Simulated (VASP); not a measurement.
A run of VASP 6.6.1:

The input INCAR:

```
PREC = Accurate
ENCUT = 600
EDIFF = 1E-6
ISMEAR = 0
SIGMA = 0.1
LREAL = F
LASPH = T
NELM = 100
ALGO = Normal
ISIF = 3
LWAVE = F
LCHARG = F
GGA = PE
IBRION = 2
NSW = 90
EDIFFG = -0.04
```

Contents of KPOINTS:

```
regular mesh
0
Gamma
  6 6 6
```

The input POSCAR:

```
YS3
1.0
   -2.1614626822      2.1614626822      4.8282023551
    2.1614626822     -2.1614626822      4.8282023551
    2.1614626822      2.1614626822     -4.8282023551
Y S
1 3
Direct
    0.0000000000      0.0000000000      0.0000000000
    0.5000000000      0.5000000000      0.0000000000
    0.2500000000      0.7500000000      0.5000000000
    0.7500000000      0.2500000000      0.5000000000
```

Potentials or basis: VASP PAW PBE potentials, release 64 (Y_sv, S).

The run is started by

```bash
$ cat potpaw_PBE.64/Y_sv/POTCAR potpaw_PBE.64/S/POTCAR > POTCAR
$ mpirun -np 1 vasp_std > vasp.out
```

Hardware: 1 thread of Oxide Virtual Turin-like Processor (shared host).

Problem. How long does it take, and how much memory?

Solution. Wall time 19 min on 1 thread of Oxide Virtual Turin-like Processor, on a shared host, peak memory 0.37 GiB. Counts: scf iterations 105, k points 30, ion steps 12.
